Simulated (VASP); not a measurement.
**Sn2Sb: single point with PBE**

Sn2Sb:

```
Sn Sb
1.0
     1.76746    1.02044    6.84333
    -1.76746    1.02044    6.84333
     0.00000   -2.04088    6.84333
Sn Sb
2 1
Direct
  0.74840 0.74840 0.74840
  0.58490 0.58490 0.58490
  0.00000 0.00000 0.00000
```

```yaml
Program: VASP 6.6.1
Task: single point
Functional: PBE
Potentials_or_basis: VASP PAW PBE potentials, release 64 (Sn_d, Sb)
Cutoff: 520 eV
k_mesh: 6 × 6 × 6
Occupations: gaussian, width 0.1 eV
Spin: no spin polarisation
```

The pressure is 35.6 GPa. The largest force is 5.185 eV/Å and the band gap on the k mesh is zero (an odd number of electrons rules out a gap without spin polarisation).

Forces on the atoms (eV/Å):
```
Sn   0.000  0.000  5.161
Sn   0.000  0.000 -5.185
Sb   0.000  0.000  0.024
```

Stress tensor (GPa, compression positive):
```
35.35  0.00  0.00
 0.00 35.35  0.00
 0.00  0.00 36.26
```

Levels at points of the mesh, in eV from the Fermi level:
| k point | band 13 | band 14 | band 15 | band 16 | band 17 | band 18 | band 19 | band 20 |
| --- | --- | --- | --- | --- | --- | --- | --- | --- |
| (0.00, 0.00, 0.00) | -6.52 | 0.15 | 0.38 | 0.38 | 3.03 | 4.26 | 4.26 | 4.56 |
| (0.50, 0.00, 0.00) | -6.79 | -5.01 | -2.97 | -2.47 | -0.80 | 1.52 | 1.89 | 2.54 |
| (0.50, 0.50, 0.00) | -7.01 | -5.21 | -2.53 | -2.10 | -0.38 | 1.22 | 2.00 | 2.36 |
| (0.50, 0.50, 0.50) | -4.50 | -3.21 | 0.35 | 0.35 | 3.64 | 4.17 | 4.17 | 4.79 |

Wall time 2.9 min on 1 thread of Intel(R) Xeon(R) Platinum 8488C (Sapphire Rapids), on a shared host, peak memory 0.39 GiB.

Caveat: the cell stands under pressure; spin-orbit coupling is left out, which moves the levels of the heavy elements; forces of over 1 eV/Å act on the atoms, so gaps and moduli don't describe the material at rest.
